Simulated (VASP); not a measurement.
**NaH: single point with PBE+D3(BJ)**

Crystal: NaH.

```
CELL_PARAMETERS angstrom
2.88627 0.00000 0.00000
0.00000 2.88627 0.00000
0.00000 0.00000 2.88627
ATOMIC_POSITIONS crystal
Na 0.00000 0.00000 0.00000
H 0.50000 0.50000 0.50000
```

```yaml
Program: VASP 6.6.1
Task: single point
Functional: PBE
Dispersion: D3(BJ)
Potentials_or_basis: VASP PAW PBE potentials, release 64 (Na_pv, H)
Cutoff: 520 eV
k_mesh: 9 × 9 × 9
Occupations: fermi-dirac, width 0.05 eV
Spin: no spin polarisation
Dipole_correction: no
Further_INCAR_settings: ALGO = Normal; EDIFF = 1e-06; NBANDS = 11
```

```yaml
Pressure: -0.1 GPa
Band_gap_on_the_k_mesh: 1.54 eV, indirect (least direct gap 5.04 eV)
Dispersion_energy_per_atom: -0.170 eV
```

Levels at points of the mesh, in eV from the valence-band top:
```
           k point  band 1  band 2  band 3  band 4  band 5  band 6  band 7  band 8
(0.00, 0.00, 0.00)  -24.32  -24.32  -24.32   -6.01    9.51   11.50   11.50   13.26
```

Run time: 6.1 s on 1 thread of Intel(R) Xeon(R) Platinum 8559C (Emerald Rapids), on a shared host, peak memory 0.14 GiB.

A k mesh can miss the band edges.
